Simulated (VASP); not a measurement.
# MgO (Fm-3m) in VASP: single point with PBE

Aim: the single point of MgO with PBE.

Program: VASP 6.6.1. These are calculated values, not measurements. Logs are shortened: lines on timing, memory, paths and dates and some standing lists are left out, and cuts for length are marked.

**1. The cell of the first run**

Symmetry: Fm-3m, No. 225, cubic system. Conventional cell: a = 4.211 Å, b = 4.211 Å, c = 4.211 Å, α = 90.00°, β = 90.00°, γ = 90.00°. Mg (site symmetry m-3m) has 6 O at 2.11 Å within 2.8 Å. Within 2.8 Å of O (site symmetry m-3m) lie 6 Mg at 2.11 Å.

**2. Single point, PBE**

File INCAR:

```
  PREC = Accurate
  ENCUT = 840
  EDIFF = 1E-6
  ISMEAR = -1
  SIGMA = 0.01
  LREAL = F
  LASPH = T
  NELM = 120
  ALGO = Normal
  ISIF = 2
  LWAVE = F
  LCHARG = F
  GGA = PE
  NBANDS = 15
  GGA_COMPAT = F
```

File KPOINTS:

```
Automatic mesh
0
Gamma
  8 8 8
```

File POSCAR:

```
MgO
1.0
    0.0000000000      2.1055000000      2.1055000000
    2.1055000000      0.0000000000      2.1055000000
    2.1055000000      2.1055000000      0.0000000000
Mg O
1 1
Direct
    0.0000000000      0.0000000000      0.0000000000
    0.5000000000      0.5000000000      0.5000000000
```

Potentials or basis: VASP PAW PBE potentials, release 64 (Mg_sv, O).

On the command line:

```bash
> cat potpaw_PBE.64/Mg_sv/POTCAR potpaw_PBE.64/O/POTCAR > POTCAR
> mpirun -np 1 vasp_std > vasp.out
```

OUTCAR:

```text
PREC = Accurate
   ENCUT = 840
   EDIFF = 1E-6
   ISMEAR = -1
   LREAL = F
   LASPH = T
   NELM = 120
   ISIF = 2
   GGA = PE

 ion  position               nearest neighbor table
   1  0.000  0.000  0.000-   2 2.11   2 2.11   2 2.11   2 2.11   2 2.11   2 2.11
   2  0.500  0.500  0.500-   1 2.11   1 2.11   1 2.11   1 2.11   1 2.11   1 2.11

  LATTYP: Found a face centered cubic cell.
 ALAT       =     4.2110000000

  Lattice vectors:

 A1 = (   0.0000000000,   2.1055000000,   2.1055000000)
 A2 = (   2.1055000000,   0.0000000000,   2.1055000000)
 A3 = (   2.1055000000,   2.1055000000,   0.0000000000)

Analysis of symmetry for initial positions (statically):
=====================================================================
 Subroutine PRICEL returns:
 Original cell was already a primitive cell.

 Routine SETGRP: Setting up the symmetry group for a
 face centered cubic supercell.

 Subroutine GETGRP returns: Found 48 space group operations
 (whereof 48 operations were pure point group operations)
 out of a pool of 48 trial point group operations.

The static configuration has the point symmetry O_h .

Analysis of symmetry for dynamics (positions and initial velocities):
=====================================================================
 Subroutine PRICEL returns:
 Original cell was already a primitive cell.

 Routine SETGRP: Setting up the symmetry group for a
 face centered cubic supercell.

 Subroutine GETGRP returns: Found 48 space group operations
 (whereof 48 operations were pure point group operations)
 out of a pool of 48 trial point group operations.

The dynamic configuration has the point symmetry O_h .

 Subroutine INISYM returns: Found 48 space group operations
 (whereof 48 operations are pure point group operations),
 and found     1 'primitive' translations

----------------------------------------------------------------------------------------

                                     Primitive cell

  volume of cell :      18.6679

  direct lattice vectors                    reciprocal lattice vectors
     0.000000000  2.105500000  2.105500000    -0.237473284  0.237473284  0.237473284
     2.105500000  0.000000000  2.105500000     0.237473284 -0.237473284  0.237473284
     2.105500000  2.105500000  0.000000000     0.237473284  0.237473284 -0.237473284

  length of vectors
     2.977626656  2.977626656  2.977626656     0.411315794  0.411315794  0.411315794

  position of ions in fractional coordinates (direct lattice)
     0.000000000  0.000000000  0.000000000
     0.500000000  0.500000000  0.500000000

  ion indices of the primitive-cell ions
   primitive index   ion index
                 1           1
[... 85 lines left out ...]
   NUPDOWN=      -1.0000    fix difference up-down
   EMIN   =  10.00;   EMAX   =-10.00  energy-range for DOS
   EFERMI =   0.00;   METHOD = LEGACY
   ISMEAR =    -1;   SIGMA  =   0.01  broadening in eV -4-tet -1-fermi 0-gaus
   EFERMI_NEDOS =   21; number of points for ismear=-14 and -15
   IALGO  =     38    algorithm
   IMIX   =      4    mixing-type and parameters
     AMIX     =   0.40;   BMIX     =  1.00
     AMIX_MAG =   1.60;   BMIX_MAG =  1.00
  volume/ion in A,a.u.               =       9.33        62.99
  Fermi-wavevector in a.u.,A,eV,Ry     =   1.555069  2.938654 32.902135  2.418239
  Thomas-Fermi vector in A             =   2.659063
   LORBIT       =      0    0 simple, 1 ext, 2 COOP (PROOUT), +10 PAW based schemes
   GGA     = PE    functional components
   LHFCALC =     F    Hartree Fock is set to
   AEXX    =    0.0000 exact exchange contribution
   IVDW    =     0    specifies the selected vdW correction
   LEPSILON=     F    determine dielectric tensor
   LRPA    =     F    only Hartree local field effects (RPA)
 non-spin polarized calculation
  energy-cutoff  :      840.00
  volume of cell :       18.67
 maximum number of plane-waves:      1056
   NGX = 15   NGY = 15   NGZ = 15

 number of electron      15.9999995 magnetization

 Free energy of the ion-electron system (eV)
  ---------------------------------------------------
  ext. energy  EPLUGINS =         0.00000000
  ---------------------------------------------------
  free energy    TOTEN  =       -11.87422189 eV

  energy without entropy =      -11.87422189  energy(sigma->0) =      -11.87422189

 E-fermi :   3.2129     XC(G=0): -11.3949

 val. band max:        2.9208103316   @ k =   0.0000   0.0000   0.0000
 cond. band min:       7.6679412391   @ k =   0.0000   0.0000   0.0000
 fundamental gap:      4.7471309075
 Fermi energy:         3.2129162404

 k-point     1 :       0.0000    0.0000    0.0000
  band No.  band energies     occupation
      1     -69.3447      2.00000
      2     -36.0693      2.00000
      3     -36.0693      2.00000
      4     -36.0693      2.00000
      5     -14.3315      2.00000
      6       2.9208      2.00000
      7       2.9208      2.00000
      8       2.9208      2.00000
      9       7.6679      0.00000
     10      18.7311      0.00000
     11      18.7311      0.00000
     12      18.7311      0.00000
     13      22.6462      0.00000
     14      24.4280      0.00000
[... 401 lines left out ...]
      2     -36.1424      2.00000
      3     -36.0994      2.00000
      4     -36.0854      2.00000
      5     -12.8796      2.00000
      6      -1.0696      2.00000
      7       0.9942      2.00000
      8       1.9344      2.00000
      9      12.6051      0.00000
     10      15.1357      0.00000
     11      16.4509      0.00000
     12      19.8498      0.00000
     13      23.4664      0.00000
     14      25.0253      0.00000
     15      29.1272      0.00000

 [... further k-points ...]

------------------------ aborting loop because EDIFF is reached ----------------------------------------

  FORCE on cell =-STRESS in cart. coord.  units (eV):
  Direction    XX          YY          ZZ          XY          YZ          ZX
  --------------------------------------------------------------------------------------
  -------------------------------------------------------------------------------------
  Total        0.5718517      0.5718517      0.5718517     -0.0000000      0.0000000      0.0000000
  in kB       49.0792852     49.0792852     49.0792852     -0.0000000      0.0000000      0.0000000
  external PRESSURE =      49.0792852 kB  Pullay stress =       0.0000000 kB

 VOLUME and BASIS-vectors are now :
 -----------------------------------------------------------------------------
  energy-cutoff  :      840.00
  volume of cell :       18.67
      direct lattice vectors                 reciprocal lattice vectors
     0.000000000  2.105500000  2.105500000    -0.237473284  0.237473284  0.237473284
     2.105500000  0.000000000  2.105500000     0.237473284 -0.237473284  0.237473284
     2.105500000  2.105500000  0.000000000     0.237473284  0.237473284 -0.237473284

 POSITION                                       TOTAL-FORCE (eV/Angst)
 -----------------------------------------------------------------------------------
      0.00000      0.00000      0.00000         0.000000      0.000000     -0.000000
      2.10550      2.10550      2.10550         0.000000      0.000000      0.000000
 -----------------------------------------------------------------------------------
    total drift:                                0.000000      0.000000      0.000000

  FREE ENERGIE OF THE ION-ELECTRON SYSTEM (eV)
  ---------------------------------------------------
  free  energy   TOTEN  =       -11.8742218922 eV

  energy  without entropy=      -11.8742218922  energy(sigma->0) =      -11.87422189
```

stdout:

```text
POSCAR found type information on POSCAR MgO
 POSCAR found :  2 types and       2 ions
 scaLAPACK will be used
 LDA part: xc-table for (Slater+PW92), standard interpolation
 POSCAR, INCAR and KPOINTS ok, starting setup
 FFT: planning ... GRIDC
 FFT: planning ... GRID_SOFT
 FFT: planning ... GRID
 WAVECAR not read
 entering main loop
```

It took 14 s on 1 thread of AMD EPYC 7R43 (Zen 3), shared host; peak memory 0.12 GiB.

Results:

- Free energy: -11.8742 eV
- Pressure: 4.9 GPa
- Band gap on the k mesh: 4.75 eV

Levels at points of the mesh, in eV from the valence-band top:
| k point | band 5 | band 6 | band 7 | band 8 | band 9 | band 10 | band 11 | band 12 |
| --- | --- | --- | --- | --- | --- | --- | --- | --- |
| (0.00, 0.00, 0.00) | -17.25 | 0.00 | 0.00 | 0.00 | 4.75 | 15.81 | 15.81 | 15.81 |
| (0.50, 0.00, 0.00) | -15.94 | -4.61 | -0.66 | -0.66 | 7.91 | 12.63 | 16.34 | 16.34 |
| (0.50, 0.50, 0.00) | -15.72 | -4.06 | -1.34 | -1.34 | 9.13 | 10.01 | 13.11 | 19.00 |

Caveat: the cell stands under pressure. Expect the measured gap to be larger: semilocal functionals such as PBE lack the derivative discontinuity.
